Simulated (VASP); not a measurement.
Write the native input for VASP 6.6.1 that does the following.

```
Task                   : single point
Functional             : PBE
Potentials or basis    : VASP PAW PBE potentials, release 64 (Au)
Cutoff                 : 520 eV
k mesh                 : 17 × 17 × 17
Occupations            : fermi-dirac, width 0.1 eV
Spin                   : no spin polarisation
Dipole correction      : no
Further INCAR settings : ALGO = Normal; EDIFF = 1e-07; NBANDS = 12
```

The structure of Au lies in POSCAR:

```
Au
1.0
    2.2851924586      0.0000000000      0.0000000000
    0.0000000000      2.2851924586      0.0000000000
    0.0000000000      0.0000000000      2.2851924586
Au
1
Direct
    0.0000000000      0.0000000000      0.0000000000
```

These files were run (other wordings do the same):

INCAR

```
SYSTEM = Au
PREC = Accurate
ENCUT = 520
EDIFF = 1E-7
ISMEAR = -1
SIGMA = 0.1
LREAL = .False.
LASPH = .True.
NELM = 100
ALGO = Normal
ISIF = 2
LWAVE = .False.
LCHARG = .False.
GGA = PE
NBANDS = 12
```

KPOINTS

```
Automatic mesh
0
Gamma
  17 17 17
  0 0 0
```

Potentials or basis: VASP PAW PBE potentials, release 64 (Au).

The run is started by

```bash
$ cat potpaw_PBE.64/Au/POTCAR > POTCAR
$ mpirun -np 1 vasp_std > vasp.out
```

Results of the run:

| Property | Result |
| --- | --- |
| Pressure | 269.3 GPa |

Wall time 9.9 s on 1 thread of Intel(R) Xeon(R) Platinum 8488C (Sapphire Rapids), with other jobs on the host, peak memory 0.14 GiB.
